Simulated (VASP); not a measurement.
A run of VASP 6.6.1 is set up as follows.

Contents of INCAR:

```
SYSTEM = Cs2Cd
PREC     = Accurate       ! precision mode
ENCUT    = 600            ! plane-wave cutoff, eV
EDIFF    = 1E-6           ! SCF threshold, eV
ISMEAR   = 0              ! smearing method
SIGMA    = 0.1            ! smearing width, eV
LREAL    = .FALSE.        ! projectors in reciprocal space
LASPH    = .TRUE.         ! aspherical terms in the spheres
NELM     = 100            ! most SCF steps
ALGO     = Fast           ! electronic algorithm
ISIF     = 3              ! what is computed and relaxed
LWAVE    = .FALSE.        ! write WAVECAR
LCHARG   = .FALSE.        ! write CHGCAR
GGA      = PE             ! functional
IBRION   = 2              ! ionic algorithm
NSW      = 100            ! ionic steps
EDIFFG   = -0.01          ! ionic threshold
```

File KPOINTS:

```
regular mesh
0
G
  8 8 8
  0 0 0
```

File POSCAR:

```
Cs2Cd
1.0
    0.0000000000      4.7835933526      4.7835933526
    4.7835933526      0.0000000000      4.7835933526
    4.7835933526      4.7835933526      0.0000000000
Cs Cd
2 1
Direct
    0.2500000000      0.2500000000      0.2500000000
    0.7500000000      0.7500000000      0.7500000000
    0.5000000000      0.5000000000      0.5000000000
```

Potentials or basis: VASP PAW PBE potentials, release 64 (Cs_sv, Cd).

Launch:

```bash
$ cat potpaw_PBE.64/Cs_sv/POTCAR potpaw_PBE.64/Cd/POTCAR > POTCAR
$ mpirun -np 1 vasp_std > vasp.out
```

Estimate the band gap on the k mesh.

zero (band 15 reaches 1.04 eV, above the bottom of band 16 at 0.73 eV).

Final structure:
```xyz
3
Lattice="0.0000 4.7836 4.7836 4.7836 0.0000 4.7836 4.7836 4.7836 0.0000" Properties=species:S:1:pos:R:3 pbc="T T T"
Cs    2.3918    2.3918    2.3918
Cs    7.1754    7.1754    7.1754
Cd    4.7836    4.7836    4.7836
```

Caveat: the relaxation stopped at its first step, so nothing moved; spin-orbit coupling is left out, which moves the levels of the heavy elements.
